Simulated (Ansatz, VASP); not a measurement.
**Sb: VASP beside Ansatz**

Contents of INCAR:

```
  ALGO = Normal
  EDIFF = 1E-6
  ENCUT = 500
  GGA = PS
  GGA_COMPAT = False
  ISIF = 2
  ISMEAR = -1
  LASPH = True
  LCHARG = False
  LREAL = False
  LWAVE = False
  NBANDS = 12
  NELM = 120
  PREC = Accurate
  SIGMA = 0.05
```

Contents of KPOINTS:

```
k-points
0
Gamma
  9 6 6
```

POSCAR

```
Sb
1.0
    3.1224020000     -0.0624480400      0.0000000000
   -0.0869503600      4.3475180000      0.0000000000
   -0.0389150000      0.0007783000      4.4058520000
Sb
2
Direct
    0.0113890000      0.2500000000      0.2411660000
    0.9886110000      0.7500000000      0.7588340000
```

File input.yaml:

```yaml
crystal:
  lattice:
    - [3.122402, -0.06244804, 0.0]
    - [-0.08695036, 4.347518, 0.0]
    - [-0.038915, 0.0007783, 4.405852]
  atoms:
    - { symbol: Sb, position: [0.011389, 0.25, 0.241166] }
    - { symbol: Sb, position: [0.988611, 0.75, 0.758834] }
kpoints:
  mp_grid: { grid: [9, 6, 6] }
  band_path:
    path: [[0.0, -0.5, 0.0], [0.0, 0.0, 0.0], [0.0, 0.0, -0.5]]
    npoints: 12
scf:
  occupations: { method: fermi_dirac, width: 0.05 }
hamiltonian:
  xc: pbesol
  pseudopotentials: { kind: all_electron, lapw: { basis_error: 0.001 } }
output:
  forces: true
  stress: true
  eigenvalues: true
```

Change from the starting cell: strain_shear_xy = -0.04.

Alike in both runs: functional PBEsol; k mesh 9 × 6 × 6; occupations fermi-dirac, width 0.05 eV; no spin polarisation.

|  | VASP | Ansatz |
| --- | --- | --- |
| version | VASP 6.6.1 | Ansatz 0.2.0 |
| potentials or method | VASP PAW PBE potentials, release 64 (Sb), cutoff 500 eV | all-electron LAPW, scalar-relativistic |
| task | single point | band structure |

Ansatz gave:

| Property | Result |
| --- | --- |
| gap on the k mesh at the Fermi level (eV) | none |
| pressure (GPa) | -2.2 |
| traceless stress, the component that is largest in VASP (GPa) | 0.52 |
| rms of the force components (eV/Å) | 0.025 |

Task: What did VASP give for the same quantities?

Result: gap on the k mesh at the Fermi level (eV): none; pressure (GPa): -2.1; traceless stress, the component that is largest in VASP (GPa): 0.52; rms of the force components (eV/Å): 0.030.

VASP's potentials were made for PBE, not for PBEsol. Atom by atom the forces differ by 0.006 eV/Å (rms over components). A gap of «none» marks a metal or a gap that the smearing closes. Ansatz ran all-electron here, and VASP with PAW potentials.

Spin-orbit coupling is off throughout.
